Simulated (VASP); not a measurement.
# TlBTe2 (P-6m2) in VASP: single point with PBE

Aim: the single point of TlBTe2 with PBE.

Program: VASP 6.6.1. These are calculated values, not measurements. Logs are shortened: lines on timing, memory, paths and dates and some standing lists are left out, and cuts for length are marked.

**1. The cell of the first run**

The structure is hexagonal, space group P-6m2 (No. 187). Conventional cell: a = 3.939 Å, b = 3.939 Å, c = 9.344 Å, α = 90.00°, β = 90.00°, γ = 120.00°. Within 3.0 Å of Tl (site symmetry -6m2) lie 3 B at 2.27 Å. Within 3.0 Å of B (site symmetry -6m2) lie 3 Tl at 2.27 Å. Within 3.4 Å of Te (site symmetry 3m) lie 1 Te at 2.61 Å and 1 Tl at 3.37 Å.

**2. Single point, PBE**

POSCAR reads:

```
TlBTe2
1.0
    3.9385074742      0.0000000000      0.0000000000
   -1.9692537371      3.4108475257      0.0000000000
    0.0000000000      0.0000000000      9.3437350593
Tl B Te
1 1 2
Direct
    0.3333333333      0.6666666667      0.5000000000
    0.0000000000      0.0000000000      0.5000000000
    0.3333333333      0.6666666667      0.8603018576
    0.3333333333      0.6666666667      0.1396981424
```

INCAR.step1 reads:

```
PREC = Accurate
ENCUT = 420
EDIFF = 1E-6
ISMEAR = 0
SIGMA = 0.1
LREAL = F
LASPH = T
NELM = 120
ALGO = Normal
ISIF = 2
LWAVE = F
LCHARG = T
GGA = PE
NBANDS = 22
GGA_COMPAT = F
NEDOS = 2001
LORBIT = 11
```

KPOINTS.step1 reads:

```
regular mesh
0
Gamma
  12 12 6
```

INCAR.step2 reads:

```
PREC = Accurate
ENCUT = 420
EDIFF = 1E-6
ISMEAR = -5
SIGMA = 0.1
LREAL = F
LASPH = T
NELM = 120
ALGO = Normal
ISIF = 2
LWAVE = F
LCHARG = F
GGA = PE
LORBIT = 10
NEDOS = 2001
ICHARG = 11
GGA_COMPAT = F
```

KPOINTS.step2 reads:

```
regular mesh
0
Gamma
  18 18 9
```

Potentials or basis: VASP PAW PBE potentials, release 64 (Tl_d, B, Te).

Run with:

```sh
cat potpaw_PBE.64/Tl_d/POTCAR potpaw_PBE.64/B/POTCAR potpaw_PBE.64/Te/POTCAR > POTCAR
cp INCAR.step1 INCAR
cp KPOINTS.step1 KPOINTS
mpirun -np 1 vasp_std > vasp.out
cp INCAR.step2 INCAR
cp KPOINTS.step2 KPOINTS
mpirun -np 1 vasp_std > vasp.out
```

OUTCAR:

```text
PREC = Accurate
   ENCUT = 420
   EDIFF = 1E-6
   ISMEAR = -5
   LREAL = F
   LASPH = T
   NELM = 120
   ISIF = 2
   GGA = PE
   LORBIT = 10
   ICHARG = 11

 ion  position               nearest neighbor table
   1  0.333  0.667  0.500-   2 2.27   2 2.27   2 2.27   4 3.37   3 3.37
   2  0.000  0.000  0.500-   1 2.27   1 2.27   1 2.27
   3  0.333  0.667  0.860-   4 2.61   1 3.37
   4  0.333  0.667  0.140-   3 2.61   1 3.37

  LATTYP: Found a hexagonal cell.
 ALAT       =     3.9385074742
 C/A-ratio  =     2.3724050597

  Lattice vectors:

 A1 = (   3.9385074742,   0.0000000000,   0.0000000000)
 A2 = (  -1.9692537371,   3.4108475257,   0.0000000000)
 A3 = (   0.0000000000,   0.0000000000,   9.3437350593)

Analysis of symmetry for initial positions (statically):
=====================================================================
 Subroutine PRICEL returns:
 Original cell was already a primitive cell.

 Routine SETGRP: Setting up the symmetry group for a
 hexagonal supercell.

 Subroutine GETGRP returns: Found 12 space group operations
 (whereof 12 operations were pure point group operations)
 out of a pool of 24 trial point group operations.

The static configuration has the point symmetry D_3h.

Analysis of symmetry for dynamics (positions and initial velocities):
=====================================================================
 Subroutine PRICEL returns:
 Original cell was already a primitive cell.

 Routine SETGRP: Setting up the symmetry group for a
 hexagonal supercell.

 Subroutine GETGRP returns: Found 12 space group operations
 (whereof 12 operations were pure point group operations)
 out of a pool of 24 trial point group operations.

The dynamic configuration has the point symmetry D_3h.

 Subroutine INISYM returns: Found 12 space group operations
 (whereof 12 operations are pure point group operations),
 and found     1 'primitive' translations

----------------------------------------------------------------------------------------

                                     Primitive cell

  volume of cell :     125.5205

  direct lattice vectors                    reciprocal lattice vectors
     3.938507474  0.000000000  0.000000000     0.253903289  0.146591132  0.000000000
    -1.969253737  3.410847526  0.000000000     0.000000000  0.293182264  0.000000000
     0.000000000  0.000000000  9.343735059     0.000000000  0.000000000  0.107023583

  length of vectors
     3.938507474  3.938507474  9.343735059     0.293182264  0.293182264  0.107023583

  position of ions in fractional coordinates (direct lattice)
     0.333333333  0.666666667  0.500000000
     0.000000000  0.000000000  0.500000000
     0.333333333  0.666666667  0.860301858
     0.333333333  0.666666667  0.139698142

  ion indices of the primitive-cell ions
   primitive index   ion index
                 1           1
                 2           2
                 3           3
                 4           4

----------------------------------------------------------------------------------------

 KPOINTS: regular mesh

Automatic generation of k-mesh.
 Grid dimensions read from file:
 generate k-points for:   18   18    9

 Generating k-lattice:

  Cartesian coordinates                     Fractional coordinates (reciprocal lattice)
     0.014105738  0.008143952  0.000000000     0.055555556  0.000000000  0.000000000
     0.000000000  0.016287904  0.000000000     0.000000000  0.055555556  0.000000000
     0.000000000  0.000000000  0.011891509     0.000000000  0.000000000  0.111111111

  Length of vectors
     0.016287904  0.016287904  0.011891509

  Shift w.r.t. Gamma in fractional coordinates (k-lattice)
     0.000000000  0.000000000  0.000000000

 TETIRR: Found   2805 inequivalent tetrahedra from    17496

 Subroutine IBZKPT returns following result:
 ===========================================

 Found    185 irreducible k-points:

 Following reciprocal coordinates:
            Coordinates               Weight
  0.000000  0.000000  0.000000      1.000000
  0.055556  0.000000  0.000000      6.000000
  0.111111  0.000000  0.000000      6.000000
  0.166667  0.000000  0.000000      6.000000
  0.222222  0.000000  0.000000      6.000000
  0.277778  0.000000  0.000000      6.000000
[... 16 lines left out ...]
  0.333333  0.111111  0.000000     12.000000
  0.388889  0.111111  0.000000     12.000000
 [... further k-points ...]
   k-points           NKPTS =    185   k-points in BZ     NKDIM =    185   number of bands    NBANDS=     18
   number of dos      NEDOS =   2001   number of ions     NIONS =      4
   total plane-waves  NPLWV =  50176
   dimension x,y,z NGX =    28 NGY =   28 NGZ =   64
   dimension x,y,z NGXF=    56 NGYF=   56 NGZF=  128
   ions per type =               1   1   2
   NGX,Y,Z   is equivalent  to a cutoff of  11.82, 11.82, 11.39 a.u.
   NGXF,Y,Z  is equivalent  to a cutoff of  23.64, 23.64, 22.77 a.u.
 SYSTEM =  unknown system
   PREC   = accura    normal or accurate (medium, high low for compatibility)
   ISTART =      0    job   : 0-new  1-cont  2-samecut
   ICHARG =     11    charge: 1-file 2-atom 10-const
   ISPIN  =      1    spin polarized calculation?
   LNONCOLLINEAR =      F non collinear calculations
   LSORBIT =      F    spin-orbit coupling
   LASPH  =      T    aspherical Exc in radial PAW
   ENCUT  =  420.0 eV  30.87 Ry    5.56 a.u.   6.58  6.58 15.61*2*pi/ulx,y,z
   NELM   =    120;   NELMIN=  2; NELMDL=  0     # of ELM steps
   EDIFF  = 0.1E-05   stopping-criterion for ELM
   LREAL  =      F    real-space projection
   EDIFFG = 0.1E-04   stopping-criterion for IOM
   NSW    =      0    number of steps for IOM
   IBRION =     -1    ionic relax: 0-MD 1-quasi-New 2-CG
   NFREE  =      0    steps in history (QN), initial steepest desc. (CG)
   ISIF   =      2    stress and relaxation
   ISYM   =      2    0-nonsym 1-usesym 2-fastsym
   POTIM  = 0.5000    time-step for ionic-motion
   TEBEG  =    0.0;   TEEND  =   0.0 temperature during run
   PSTRESS=    0.0 pullay stress
   NELECT =      28.0000    total number of electrons
   NUPDOWN=      -1.0000    fix difference up-down
   EMIN   =  10.00;   EMAX   =-10.00  energy-range for DOS
   EFERMI =   0.00;   METHOD = LEGACY
   ISMEAR =    -5;   SIGMA  =   0.10  broadening in eV -4-tet -1-fermi 0-gaus
   EFERMI_NEDOS =   21; number of points for ismear=-14 and -15
   IALGO  =     38    algorithm
   IMIX   =      4    mixing-type and parameters
     AMIX     =   0.40;   BMIX     =  1.00
     AMIX_MAG =   1.60;   BMIX_MAG =  1.00
  volume/ion in A,a.u.               =      31.38       211.76
  Fermi-wavevector in a.u.,A,eV,Ry     =   0.992863  1.876239 13.412310  0.985777
  Thomas-Fermi vector in A             =   2.124705
   LORBIT       =     10    0 simple, 1 ext, 2 COOP (PROOUT), +10 PAW based schemes
   GGA     = PE    functional components
   LHFCALC =     F    Hartree Fock is set to
   AEXX    =    0.0000 exact exchange contribution
   IVDW    =     0    specifies the selected vdW correction
   LEPSILON=     F    determine dielectric tensor
   LRPA    =     F    only Hartree local field effects (RPA)
 non-spin polarized calculation
 Fermi weights with tetrahedron method with Bloechl corrections
  energy-cutoff  :      420.00
  volume of cell :      125.52
 maximum number of plane-waves:      2503
 NGX is ok and might be reduce to    28

 number of electron      27.9999998 magnetization

 Free energy of the ion-electron system (eV)
  ---------------------------------------------------
  ext. energy  EPLUGINS =         0.00000000
  ---------------------------------------------------
  free energy    TOTEN  =       -11.28693677 eV

  energy without entropy =      -11.28693677  energy(sigma->0) =      -11.28693677

 E-fermi :   3.8524     XC(G=0):  -8.7105

 val. band max:        3.9134816346   @ k =   0.1667   0.0556   0.4444
 cond. band min:       3.8135349587   @ k =   0.2778   0.0556   0.2222
 fundamental gap:     -0.0999466759
 Fermi energy:         3.8524393262

 k-point     1 :       0.0000    0.0000    0.0000
  band No.  band energies     occupation
      1      -8.7104      2.00000
      2      -7.8214      2.00000
      3      -7.5970      2.00000
      4      -7.5970      2.00000
      5      -7.2206      2.00000
      6      -7.2206      2.00000
[... 10 lines left out ...]
     17       6.6864      0.00000
     18       6.8603      0.00000

 k-point     2 :       0.0556    0.0000    0.0000
  band No.  band energies     occupation
      1      -8.6919      2.00000
      2      -7.8137      2.00000
      3      -7.5949      2.00000
      4      -7.5879      2.00000
      5      -7.2251      2.00000
      6      -7.2214      2.00000
[... 10 lines left out ...]
     17       6.7032      0.00000
     18       7.1903      0.00000

 k-point     3 :       0.1111    0.0000    0.0000
  band No.  band energies     occupation
      1      -8.6379      2.00000
      2      -7.7948      2.00000
      3      -7.5859      2.00000
      4      -7.5617      2.00000
      5      -7.2378      2.00000
      6      -7.2235      2.00000
[... 10 lines left out ...]
     17       6.7280      0.00000
     18       7.7002      0.00000

 k-point     4 :       0.1667    0.0000    0.0000
  band No.  band energies     occupation
      1      -8.5526      2.00000
      2      -7.7762      2.00000
      3      -7.5628      2.00000
      4      -7.5210      2.00000
      5      -7.2567      2.00000
      6      -7.2268      2.00000
[... 375 lines left out ...]
      4      -7.3307      2.00000
      5      -7.3245      2.00000
      6      -7.2460      2.00000
[... 10 lines left out ...]
     17       6.3796      0.00000
     18       8.5255      0.00000

 k-point    23 :       0.3333    0.1111    0.0000
  band No.  band energies     occupation
      1      -8.0753      2.00000
      2      -7.7562      2.00000
      3      -7.3973      2.00000
      4      -7.3394      2.00000
      5      -7.2993      2.00000
      6      -7.2503      2.00000
[... 10 lines left out ...]
     17       6.1363      0.00000
     18       8.3936      0.00000

 k-point    24 :       0.3889    0.1111    0.0000
  band No.  band energies     occupation
      1      -8.0114      2.00000
      2      -7.7604      2.00000
      3      -7.3575      2.00000
      4      -7.3490      2.00000
      5      -7.2836      2.00000
      6      -7.2532      2.00000
[... 10 lines left out ...]
     17       5.8937      0.00000
     18       8.3002      0.00000

 [... further k-points ...]

------------------------ aborting loop because EDIFF is reached ----------------------------------------

  FORCE on cell =-STRESS in cart. coord.  units (eV):
  Direction    XX          YY          ZZ          XY          YZ          ZX
  --------------------------------------------------------------------------------------
  -------------------------------------------------------------------------------------
  Total       -0.1948207     -0.1948207     -0.3492432      0.0000000      0.0000000      0.0000000
  in kB       -2.4867452     -2.4867452     -4.4578356      0.0000000      0.0000000      0.0000000
  external PRESSURE =      -3.1437753 kB  Pullay stress =       0.0000000 kB

 VOLUME and BASIS-vectors are now :
 -----------------------------------------------------------------------------
  energy-cutoff  :      420.00
  volume of cell :      125.52
      direct lattice vectors                 reciprocal lattice vectors
     3.938507474  0.000000000  0.000000000     0.253903289  0.146591132  0.000000000
    -1.969253737  3.410847526  0.000000000     0.000000000  0.293182264  0.000000000
     0.000000000  0.000000000  9.343735059     0.000000000  0.000000000  0.107023583

 POSITION                                       TOTAL-FORCE (eV/Angst)
 -----------------------------------------------------------------------------------
     -0.00000      2.27390      4.67187        -0.000000      0.000000      0.000000
      0.00000      0.00000      4.67187         0.000000      0.000000      0.000000
     -0.00000      2.27390      8.03843         0.000000     -0.000000     -0.022603
     -0.00000      2.27390      1.30530         0.000000      0.000000      0.022603
 -----------------------------------------------------------------------------------
    total drift:                                0.002659     -0.001535     -0.000000

  FREE ENERGIE OF THE ION-ELECTRON SYSTEM (eV)
  ---------------------------------------------------
  free  energy   TOTEN  =       -11.2869367698 eV

  energy  without entropy=      -11.2869367698  energy(sigma->0) =      -11.28693677

 total charge

# of ion       s       p       d       tot
------------------------------------------
    1        1.058   0.720   9.622  11.400
    2        0.764   0.817   0.000   1.581
    3        1.415   1.843   0.032   3.290
    4        1.415   1.843   0.032   3.290
--------------------------------------------------
tot          4.652   5.224   9.686  19.561
```

Run time: 8.2 min. Hardware: 1 thread of AMD EPYC 7R13, shared host; peak memory 0.44 GiB.

What came out:

```
Valence electrons inside the program's atomic spheres : Tl 11.40; B 1.58; Te 3.29
```

Caveat: spin-orbit coupling is left out, which moves the levels of the heavy elements; tetrahedron occupations give inexact forces and stress in metals.
